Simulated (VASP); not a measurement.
A run of VASP 6.6.1:

File INCAR:

```
SYSTEM = Tl
PREC = Accurate
ENCUT = 500
EDIFF = 1E-6
ISMEAR = 0
SIGMA = 0.1
LREAL = .FALSE.
LASPH = .TRUE.
NELM = 200
ALGO = Normal
ISIF = 2
LWAVE = .FALSE.
LCHARG = .FALSE.
ISPIN = 2
MAGMOM = 0.5 -0.5
LORBIT = 11
GGA = LIBXC
LIBXC1 = GGA_X_B88
LIBXC2 = GGA_C_PBE
NBANDS = 24
GGA_COMPAT = .FALSE.
```

The input KPOINTS:

```
regular mesh
0
G
  9 9 5
  0 0 0
```

File POSCAR:

```
Tl
1.0
    3.6208150958      0.0000000000      0.0000000000
   -1.8104075479      3.1357178554      0.0000000000
    0.0000000000      0.0000000000      5.7884847813
Tl
2
Direct
    0.6666666667      0.3333333333      0.7500000000
    0.3333333333      0.6666666667      0.2500000000
```

Potentials or basis: VASP PAW PBE potentials, release 64 (Tl_d).

Command:

```sh
$ cat potpaw_PBE.64/Tl_d/POTCAR > POTCAR
$ mpirun -np 1 vasp_std > vasp.out
```

Hardware: 1 thread of AMD EPYC 7R43 64-Core Processor (Zen 3), with other jobs on the host.

How long does it take, and how much memory?

It took 2.3 min on 1 thread of AMD EPYC 7R43 64-Core Processor (Zen 3) (shared host), peak memory 0.21 GiB. Counts: scf iterations 13, k points 36.
